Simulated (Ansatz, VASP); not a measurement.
PtSe2: VASP beside Ansatz

```
Se Pt
1.0
     3.85514    0.00000    0.00000
    -1.92757    3.33865    0.00000
     0.00000    0.00000   31.12162
Se Pt
2 1
Direct
  0.66667 0.33333 0.46003
  0.33333 0.66667 0.53997
  0.00000 0.00000 0.50000
```

Change from the starting cell: biaxial strain +0.040, atoms relaxed.

Alike in both runs: functional PBE; dispersion D3(BJ); k mesh 12 × 12 × 1; occupations gaussian, width 0.02 eV; no spin polarisation.

Ansatz relaxed the structure, and its values are those at the end. VASP's run is a single point on that final structure, the one shown.

|  | VASP | Ansatz |
| --- | --- | --- |
| version | VASP 6.6.1 | Ansatz 0.2.0 |
| potentials or method | VASP PAW PBE potentials, release 64 (Se, Pt), cutoff 520 eV | scalar-relativistic, plane waves, PAW |
| valence electrons in the cell | 22 | 50 |

Ansatz gave:

- gap on the k mesh at the Fermi level (eV): 1.19
- least direct gap on the mesh (eV): 1.28

Estimate VASP's values.

gap on the k mesh at the Fermi level (eV): 1.18; least direct gap on the mesh (eV): 1.26.

VASP's potentials hold 22 valence electrons a cell and Ansatz's 50, so a difference there can come from the potentials and not from the codes. Ansatz's warnings: stress scf threshold loose, xc potential rough in thin density.

Neither program's run includes spin-orbit coupling.
